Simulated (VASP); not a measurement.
AgCl: single point with PBEsol

The system is AgCl.

```
CELL_PARAMETERS angstrom
3.39044 0.06093 0.06093
0.06093 3.39044 0.06093
0.06093 0.06093 3.39044
ATOMIC_POSITIONS crystal
Ag 0.00000 0.00000 0.00000
Cl 0.50000 0.50000 0.50000
```

```
Program             : VASP 6.6.1
Task                : single point
Functional          : PBEsol
Potentials or basis : VASP PAW PBE potentials, release 64 (Ag, Cl)
Cutoff              : 520 eV
k mesh              : 12 × 12 × 12
Occupations         : gaussian, width 0.05 eV
Spin                : no spin polarisation
```

```
Pressure               : -2.9 GPa
Band gap on the k mesh : 0.33 eV, indirect (least direct gap 1.94 eV)
```

Stress tensor (GPa, compression positive):
```
-2.94  0.49  0.49
 0.49 -2.94  0.49
 0.49  0.49 -2.94
```

Levels at points of the mesh, in eV from the valence-band top:
```tsv
k point	band 5	band 6	band 7	band 8	band 9	band 10	band 11	band 12	band 13	band 14
(0.00, 0.00, 0.00)	-2.02	-1.97	-1.85	-1.85	-1.61	0.33	9.16	9.16	13.20	13.91
(0.50, 0.00, 0.00)	-2.85	-1.96	-1.59	-0.21	0.00	4.61	5.52	8.90	9.81	9.91
(0.50, 0.50, 0.00)	-2.35	-2.32	-2.28	-1.67	-1.10	2.54	8.63	9.03	10.35	13.49
(0.50, 0.50, 0.50)	-1.65	-1.65	-0.46	-0.20	-0.20	4.09	4.55	4.55	6.74	17.04
```

Run time: 2.3 min on 1 thread of Intel(R) Xeon(R) Platinum 8488C (Sapphire Rapids) (shared host), peak memory 0.24 GiB.

Caveat: the PAW data sets were made with another functional, which shifts forces and pressure a little. A k mesh can miss the band edges.
